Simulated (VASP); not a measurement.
# WS2 in VASP: single point with LDA

Aim: the single point of WS2 with LDA.

All numbers are computed with VASP 6.6.1; they aren't measurements. Logs are shortened: lines on timing, memory, paths and dates and some standing lists are left out, and cuts for length are marked.

### 1 The cell of the first run

The cell holds a slab with vacuum, 6 atoms: a = 3.207 Å, b = 3.279 Å, c = 23.943 Å, α = 91.08°, β = 93.03°, γ = 122.26°.

### 2 Single point, LDA

INCAR reads:

```
SYSTEM = WS2
PREC = Accurate
ENCUT = 520
EDIFF = 1E-6
ISMEAR = 0
SIGMA = 0.05
LREAL = .FALSE.
LASPH = .TRUE.
NELM = 60
ALGO = Normal
ISIF = 2
LWAVE = .FALSE.
LCHARG = .TRUE.
LELF = .TRUE.
LVHAR = .TRUE.
NBANDS = 35
```

KPOINTS reads:

```
regular mesh
0
G
  12 12 2
  0 0 0
```

POSCAR reads:

```
WS2
1.0
    3.2045772011     -0.0859764615     -0.0859764615
   -1.6767464004      2.8182334953     -0.0314695690
   -0.6419207899     -0.6419207899     23.9261385331
W S
2 4
Direct
    0.3333333333      0.6666666667      0.6302757360
    0.6666666667      0.3333333333      0.3697242640
    0.3333333333      0.6666666667      0.3028928957
    0.6666666667      0.3333333333      0.5633280735
    0.3333333333      0.6666666667      0.4366719265
    0.6666666667      0.3333333333      0.6971071043
```

Potentials or basis: VASP PAW LDA potentials, release 64 (W_sv, S).

Run with:

```bash
$ cat potpaw_LDA.64/W_sv/POTCAR potpaw_LDA.64/S/POTCAR > POTCAR
$ mpirun -np 1 vasp_std > vasp.out
```

OUTCAR:

```text
SYSTEM = WS2
   PREC = Accurate
   ENCUT = 520
   EDIFF = 1E-6
   ISMEAR = 0
   LREAL = .FALSE.
   LASPH = .TRUE.
   NELM = 60
   ISIF = 2

 ion  position               nearest neighbor table
   1  0.333  0.667  0.630-   4 2.33   6 2.38   6 2.46   6 2.50   4 2.50   4 2.51
   2  0.667  0.333  0.370-   5 2.33   3 2.38   3 2.46   3 2.50   5 2.50   5 2.51
   3  0.333  0.667  0.303-   2 2.38   2 2.46   2 2.50
   4  0.667  0.333  0.563-   1 2.33   1 2.50   1 2.51
   5  0.333  0.667  0.437-   2 2.33   2 2.50   2 2.51
   6  0.667  0.333  0.697-   1 2.38   1 2.46   1 2.50

  LATTYP: Found a triclinic cell.
 ALAT       =     3.1326169610
 B/A-ratio  =     1.0237073658
 C/A-ratio  =     7.6347324976
 COS(alpha) =     0.0079827360
 COS(beta)  =     0.0569743118
 COS(gamma) =     0.4649879747

  Lattice vectors:

 A1 = (  -1.5278308007,  -2.7322570338,   0.1174460305)
 A2 = (  -3.2045772011,   0.0859764615,   0.0859764615)
 A3 = (  -0.8859100108,  -2.0903362439, -23.8086925026)

Analysis of symmetry for initial positions (statically):
=====================================================================
 Subroutine PRICEL returns:
 Original cell was already a primitive cell.

 Routine SETGRP: Setting up the symmetry group for a
 triclinic supercell.

 Subroutine GETGRP returns: Found  2 space group operations
 (whereof  2 operations were pure point group operations)
 out of a pool of  2 trial point group operations.

The static configuration has the point symmetry S_2 .

Analysis of symmetry for dynamics (positions and initial velocities):
=====================================================================
 Subroutine PRICEL returns:
 Original cell was already a primitive cell.

 Routine SETGRP: Setting up the symmetry group for a
 triclinic supercell.

 Subroutine GETGRP returns: Found  2 space group operations
 (whereof  2 operations were pure point group operations)
 out of a pool of  2 trial point group operations.

The dynamic configuration has the point symmetry S_2 .

 Subroutine INISYM returns: Found  2 space group operations
 (whereof  2 operations are pure point group operations),
 and found     1 'primitive' translations

[... 100 lines left out ...]
   ENCUT  =  520.0 eV  38.22 Ry    6.18 a.u.   5.96  6.10 44.52*2*pi/ulx,y,z
   NELM   =     60;   NELMIN=  2; NELMDL= -5     # of ELM steps
   EDIFF  = 0.1E-05   stopping-criterion for ELM
   LREAL  =      F    real-space projection
   EDIFFG = 0.1E-04   stopping-criterion for IOM
   NSW    =      0    number of steps for IOM
   IBRION =     -1    ionic relax: 0-MD 1-quasi-New 2-CG
   NFREE  =      0    steps in history (QN), initial steepest desc. (CG)
   ISIF   =      2    stress and relaxation
   ISYM   =      2    0-nonsym 1-usesym 2-fastsym
   POTIM  = 0.5000    time-step for ionic-motion
   TEBEG  =    0.0;   TEEND  =   0.0 temperature during run
   PSTRESS=    0.0 pullay stress
   NELECT =      52.0000    total number of electrons
   NUPDOWN=      -1.0000    fix difference up-down
   EMIN   =  10.00;   EMAX   =-10.00  energy-range for DOS
   EFERMI =   0.00;   METHOD = LEGACY
   ISMEAR =     0;   SIGMA  =   0.05  broadening in eV -4-tet -1-fermi 0-gaus
   EFERMI_NEDOS =   21; number of points for ismear=-14 and -15
   IALGO  =     38    algorithm
   IMIX   =      4    mixing-type and parameters
     AMIX     =   0.40;   BMIX     =  1.00
     AMIX_MAG =   1.60;   BMIX_MAG =  1.00
  volume/ion in A,a.u.               =      35.39       238.80
  Fermi-wavevector in a.u.,A,eV,Ry     =   1.024266  1.935583 14.274166  1.049122
  Thomas-Fermi vector in A             =   2.158044
   LORBIT       =      0    0 simple, 1 ext, 2 COOP (PROOUT), +10 PAW based schemes
   GGA     = CA    functional components
   LHFCALC =     F    Hartree Fock is set to
   AEXX    =    0.0000 exact exchange contribution
   IVDW    =     0    specifies the selected vdW correction
   LEPSILON=     F    determine dielectric tensor
   LRPA    =     F    only Hartree local field effects (RPA)
 non-spin polarized calculation
 Gauss-broadening in eV      SIGMA  =   0.05
  energy-cutoff  :      520.00
  volume of cell :      212.32
 maximum number of plane-waves:      5760
   NGX = 11   NGY = 13   NGZ = 89

 number of electron      51.9999999 magnetization

 Free energy of the ion-electron system (eV)
  ---------------------------------------------------
  ext. energy  EPLUGINS =         0.00000000
  ---------------------------------------------------
  free energy    TOTEN  =       -51.78851022 eV

  energy without entropy =      -51.78851022  energy(sigma->0) =      -51.78851022

 E-fermi :   1.1399     XC(G=0):  -6.1819

 val. band max:        0.7978904217   @ k =  -0.0000  -0.0000   0.5000
 cond. band min:       2.0494545341   @ k =   0.1667   0.1667   0.0000
 fundamental gap:      1.2515641124
 Fermi energy:         1.1398510005

 k-point     1 :       0.0000    0.0000    0.0000
  band No.  band energies     occupation
      1     -73.2147      2.00000
      2     -73.2147      2.00000
      3     -37.6998      2.00000
      4     -37.6997      2.00000
      5     -37.5858      2.00000
      6     -37.5858      2.00000
[... 901 lines left out ...]
     34       5.1314      0.00000
     35       6.3713      0.00000

 [... further k-points ...]

------------------------ aborting loop because EDIFF is reached ----------------------------------------

  FORCE on cell =-STRESS in cart. coord.  units (eV):
  Direction    XX          YY          ZZ          XY          YZ          ZX
  --------------------------------------------------------------------------------------
  -------------------------------------------------------------------------------------
  Total       -6.4138306     -6.2208027     -7.0359862      3.5477264      5.0084972      4.9866848
  in kB      -48.3992911    -46.9426865    -53.0941280     26.7714340     37.7945303     37.6299321
  external PRESSURE =     -49.4787019 kB  Pullay stress =       0.0000000 kB

 VOLUME and BASIS-vectors are now :
 -----------------------------------------------------------------------------
  energy-cutoff  :      520.00
  volume of cell :      212.32
      direct lattice vectors                 reciprocal lattice vectors
     3.204577201 -0.085976462 -0.085976462     0.317490246  0.189046898  0.013590021
    -1.676746400  2.818233495 -0.031469569     0.009948586  0.360862340  0.009948586
    -0.641920790 -0.641920790 23.926138533     0.001153958  0.001153958  0.041857214

 POSITION                                       TOTAL-FORCE (eV/Angst)
 -----------------------------------------------------------------------------------
     -0.45423      1.44558     15.03043         0.451809      0.049944      0.206104
      1.34014      0.64476      8.77827        -0.451809     -0.049944     -0.206104
     -0.24407      1.65573      7.19742        -0.535036     -0.735318      1.134674
      1.21586      0.52048     13.41046        -0.972232     -0.759794      0.891629
     -0.32995      1.56985     10.39823         0.972232      0.759794     -0.891629
      1.12998      0.43461     16.61127         0.535036      0.735318     -1.134674
 -----------------------------------------------------------------------------------
    total drift:                               -0.000000      0.000000     -0.000000

  FREE ENERGIE OF THE ION-ELECTRON SYSTEM (eV)
  ---------------------------------------------------
  free  energy   TOTEN  =       -51.7885102241 eV

  energy  without entropy=      -51.7885102241  energy(sigma->0) =      -51.78851022
```

OSZICAR:

```text
N       E                     dE             d eps       ncg     rms          rms(c)
DAV:   1     0.472131816564E+03    0.47213E+03   -0.27709E+04 12168   0.132E+03
DAV:   2    -0.208848800015E+02   -0.49302E+03   -0.47828E+03 13013   0.339E+02
DAV:   3    -0.536432760530E+02   -0.32758E+02   -0.32334E+02 13075   0.848E+01
[... 15 lines left out ...]
DAV:  19    -0.517884823473E+02   -0.21322E-04   -0.19113E-06  8852   0.326E-03    0.277E-03
DAV:  20    -0.517884971095E+02   -0.14762E-04   -0.63898E-07  8531   0.317E-03    0.268E-03
DAV:  21    -0.517885053070E+02   -0.81974E-05   -0.32970E-07  8201   0.167E-03    0.832E-04
DAV:  22    -0.517885094050E+02   -0.40980E-05   -0.20317E-07  7811   0.976E-04    0.329E-04
DAV:  23    -0.517885102241E+02   -0.81913E-06   -0.33220E-08  6525   0.462E-04
   1 F= -.51788510E+02 E0= -.51788510E+02  d E =-.949589E-24
```

stdout:

```text
POSCAR found type information on POSCAR W S
 POSCAR found :  2 types and       6 ions
 scaLAPACK will be used
 LDA part: xc-table for (Slater(with rela. corr.)+CA(PZ))
 , standard interpolation
 POSCAR, INCAR and KPOINTS ok, starting setup
 FFT: planning ... GRIDC
 FFT: planning ... GRID_SOFT
 FFT: planning ... GRID
 WAVECAR not read
 entering main loop
```

Wall time 47 min (1 thread of Oxide Virtual Turin-like, shared host); peak memory 0.83 GiB.

Results:

```yaml
Free_energy: -51.7885 eV
Largest_force: 1.522 eV/Å
Band_gap_on_the_k_mesh: 1.25 eV (least direct gap 1.72 eV)
```

Forces on the atoms (eV/Å):
```
W    0.452  0.050  0.206
W   -0.452 -0.050 -0.206
S   -0.535 -0.735  1.135
S   -0.972 -0.760  0.892
S    0.972  0.760 -0.892
S    0.535  0.735 -1.135
```

Levels at points of the mesh, in eV from the valence-band top:
| k point | band 23 | band 24 | band 25 | band 26 | band 27 | band 28 | band 29 | band 30 |
| --- | --- | --- | --- | --- | --- | --- | --- | --- |
| (0.00, 0.00, 0.00) | -1.87 | -1.79 | -0.63 | 0.00 | 1.93 | 2.05 | 2.27 | 2.28 |
| (0.50, 0.00, 0.00) | -1.92 | -1.79 | -1.07 | -1.07 | 2.32 | 2.34 | 2.70 | 2.91 |
| (0.00, 0.50, 0.00) | -1.60 | -1.51 | -1.34 | -1.08 | 2.14 | 2.15 | 2.82 | 2.92 |
| (0.50, 0.50, 0.00) | -1.43 | -1.33 | -1.24 | -1.21 | 2.24 | 2.25 | 2.69 | 2.76 |
| (0.00, 0.00, 0.50) | -1.87 | -1.79 | -0.63 | 0.00 | 1.93 | 2.05 | 2.27 | 2.28 |
| (0.50, 0.00, 0.50) | -1.92 | -1.79 | -1.07 | -1.07 | 2.32 | 2.34 | 2.70 | 2.91 |
| (0.00, 0.50, 0.50) | -1.60 | -1.51 | -1.34 | -1.08 | 2.14 | 2.15 | 2.82 | 2.92 |
| (0.50, 0.50, 0.50) | -1.43 | -1.33 | -1.24 | -1.21 | 2.24 | 2.25 | 2.69 | 2.76 |

Caveat: spin-orbit coupling is left out, which moves the levels of the heavy elements.
